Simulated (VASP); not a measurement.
Runs of VASP 6.6.1 on Ta. The structure is that of space group Fd-3m (No. 227), or close to it. The cells are those of the table. 

| task | cell | k mesh | cutoff (eV) | gap on the mesh (eV) | pressure (GPa) |
| --- | --- | --- | --- | --- | --- |
| single point | a = 4.246 Å, angles 60.0°, 2 atoms | 15 × 15 × 15 | 520 | none | 0.1 |
| relaxation of cell and atoms | relaxed from a = 4.101 Å, angles 60.0°, 2 atoms | 9 × 9 × 9 | 600 | none | 0.1 |
| single point | a = 4.302 Å, angles 60.0°, 2 atoms | 10 × 10 × 10 | 520 | none | -2.7 |
| single point | a = 4.409 Å, angles 60.0°, 2 atoms | 10 × 10 × 10 | 520 | none | -7.0 |
| single point | a = 4.246 Å, angles 60.0°, 2 atoms | 9 × 9 × 9 | 520 | none | 0.2 |
| single point | a = 4.069 Å, angles 60.0°, 2 atoms | 10 × 10 × 10 | 520 | none | 12.3 |
| single point | a = 4.246 Å, angles 60.0°, 2 atoms | 10 × 10 × 10 | 520 | none | 0.1 |
| single point | a = 4.130 Å, angles 60.0°, 2 atoms | 10 × 10 × 10 | 520 | none | (b) |
| single point | a = 4.189 Å, angles 60.0°, 2 atoms | 10 × 10 × 10 | 520 | none | 3.5 |
| single point | a = 4.356 Å, angles 60.0°, 2 atoms | 10 × 10 × 10 | 520 | none | (a) |

Alike in all rows: level PBEsol; potentials or basis VASP PAW PBE potentials, release 64 (Ta_pv); no spin polarisation; smearing fermi-dirac 0.1 eV.

Question: Fill in the values left out.

Answer: (a) -5.0; (b) 7.5.

Caveats: the PAW data sets were made with another functional, which shifts forces and pressure a little; spin-orbit coupling is left out, which moves the levels of the heavy elements.

A k mesh can miss the band edges, and the runs leave out spin-orbit coupling on Ta.

A gap of «none» marks levels without a gap at the run's occupations.
